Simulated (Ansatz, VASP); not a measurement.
**One calculation of AlRu, two programs**

File INCAR:

```
ALGO = Fast
EDIFF = 1E-6
EDIFFG = -0.001
ENCUT = 600
IBRION = 2
ISIF = 3
ISMEAR = -1
LASPH = True
LCHARG = False
LREAL = False
LWAVE = False
NELM = 60
NSW = 80
PREC = Accurate
SIGMA = 0.15
```

File KPOINTS:

```
k-points
0
Gamma
  20 20 20
```

POSCAR

```
AlRu
1.0
    2.9537243640      0.0000000000      0.0000000000
    0.0000000000      2.9537243640      0.0000000000
    0.0000000000      0.0000000000      2.9537243640
Al Ru
1 1
Direct
    0.0000000000      0.0000000000      0.0000000000
    0.5000000000      0.5000000000      0.5000000000
```

Input for Ansatz:

```yaml
crystal:
  lattice:
    - [2.953724364, 0.0, 0.0]
    - [0.0, 2.953724364, 0.0]
    - [0.0, 0.0, 2.953724364]
  atoms:
    - { symbol: Al, position: [0.0, 0.0, 0.0] }
    - { symbol: Ru, position: [0.5, 0.5, 0.5] }
basis:
  ecutwfc: 420
kpoints:
  mp_grid: { grid: [20, 20, 20] }
hamiltonian:
  xc: lda
  pseudopotentials: { kind: paw, azcp: { folder: soft_1 } }
scf:
  occupations: { method: fermi_dirac, width: 0.15 }
output:
  forces: true
  stress: true
  eigenvalues: true
relax:
  adjacent_minimum: "off"
  f_tol: 0.001
  max_steps: 60
  cell: { stress_tol: 0.01 }
```

Alike in both runs: task relaxation of cell and atoms; functional LDA; k mesh 20 × 20 × 20; occupations fermi-dirac, width 0.15 eV; no spin polarisation.

|  | VASP | Ansatz |
| --- | --- | --- |
| version | VASP 6.6.1 | Ansatz 0.2.0 |
| potentials or method | VASP PAW LDA potentials, release 64 (Al, Ru_pv), cutoff 600 eV | scalar-relativistic, plane waves, PAW |
| valence electrons in the cell | 17 | 19 |

Ansatz gave:

- gap on the k mesh at the Fermi level, each at its own relaxed structure (eV): none
- relaxed volume (Å³/atom): 12.91
- relaxed length of the cell vector where the two differ most in proportion (Å): 2.956

Task: Estimate VASP's values.

Result: gap on the k mesh at the Fermi level, each at its own relaxed structure (eV): none; relaxed volume (Å³/atom): 12.94; relaxed length of the cell vector where the two differ most in proportion (Å): 2.958.

Ansatz warns that its potentials were made for another functional, while VASP's fit it. LDA's correlation is that of Perdew and Zunger in VASP and of Perdew and Wang (1992) in Ansatz. A gap of «none» marks a metal or a gap that the smearing closes. VASP's potentials hold 17 valence electrons a cell and Ansatz's 19, so a difference there can come from the potentials and not from the codes.
